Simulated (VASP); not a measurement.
Set up this calculation in VASP 6.6.1, as the native input.

| Quantity | Value |
| --- | --- |
| Task | single point |
| Functional | PBE |
| Potentials or basis | VASP PAW PBE potentials, release 64 (Ni_sv_GW, O) |
| Cutoff | 700 eV |
| k mesh | 16 × 16 × 10 |
| Occupations | gaussian, width 0.1 eV |
| Spin | no spin polarisation |
| Dipole correction | no |
| Further INCAR settings | ALGO = Normal; EDIFF = 1e-06; NBANDS = 32 |

The structure of NiO lies in POSCAR:

```
NiO
1.0
    2.7108583891      0.0000000000      0.0000000000
    0.0000000000      2.7108583891      0.0000000000
    0.0000000000      0.0000000000      4.9691816290
Ni O
2 2
Direct
    0.0000000000      0.5000000000      0.5000000000
    0.5000000000      0.0000000000      0.0000000000
    0.0000000000      0.0000000000      0.2500000000
    0.0000000000      0.0000000000      0.7500000000
```

One way to write it, as run:

INCAR

```
ALGO = Normal ; EDIFF = 1E-6
ENCUT = 700 ; GGA = PE
GGA_COMPAT = False ; ISIF = 2
ISMEAR = 0 ; LASPH = True
LCHARG = True ; LELF = True
LREAL = False ; LVHAR = True
LWAVE = False ; NBANDS = 32
NELM = 120 ; PREC = Accurate
SIGMA = 0.1
```

KPOINTS

```
k-points
0
Gamma
  16 16 10
```

Potentials or basis: VASP PAW PBE potentials, release 64 (Ni_sv_GW, O).

Command:

```bash
$ cat potpaw_PBE.64/Ni_sv_GW/POTCAR potpaw_PBE.64/O/POTCAR > POTCAR
$ mpirun -np 1 vasp_std > vasp.out
```

It gave:

| Item | Value |
| --- | --- |
| Pressure | 20.1 GPa |
| Band gap on the k mesh | zero (bands 24 and 25 overlap by 0.39 eV) |

Caveat: the cell stands under pressure; the run has no spin polarisation, though such a crystal can be magnetic; semilocal functionals often make such compounds metallic where correlation or magnetic order opens a gap, which also shifts bond lengths.

Run time: 3.7 min on 1 thread of Intel(R) Xeon(R) Platinum 8559C (Emerald Rapids), on a shared host, peak memory 0.54 GiB.
